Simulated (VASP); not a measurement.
A run of VASP 6.6.1:

Contents of INCAR:

```
SYSTEM = ZrS
  PREC = Accurate
  ENCUT = 520
  EDIFF = 1E-7
  ISMEAR = 0
  SIGMA = 0.1
  LREAL = .False.
  LASPH = .True.
  NELM = 80
  ALGO = Normal
  ISIF = 2
  LWAVE = .False.
  LCHARG = .False.
  GGA = PS
  NBANDS = 16
```

File KPOINTS:

```
Automatic mesh
0
Gamma
  14 14 14
  0 0 0
```

The input POSCAR:

```
ZrS
1.0
    0.0000000000      2.5569818959      2.5569818959
    2.5569818959      0.0000000000      2.5569818959
    2.5569818959      2.5569818959      0.0000000000
Zr S
1 1
Direct
    0.0000000000      0.0000000000      0.0000000000
    0.5000000000      0.5000000000      0.5000000000
```

Potentials or basis: VASP PAW PBE potentials, release 64 (Zr_sv, S).

The run is started by

```console
$ cat potpaw_PBE.64/Zr_sv/POTCAR potpaw_PBE.64/S/POTCAR > POTCAR
$ mpirun -np 1 vasp_std > vasp.out
```

Hardware: 1 thread of Intel(R) Xeon(R) Platinum 8559C (Emerald Rapids), with other jobs on the host.

**Question.** How long does it take, and how much memory?

**Answer.** Run time: 26 s on 1 thread of Intel(R) Xeon(R) Platinum 8559C (Emerald Rapids), with other jobs on the host, peak memory 0.19 GiB. Counts: scf iterations 14, k points 104.
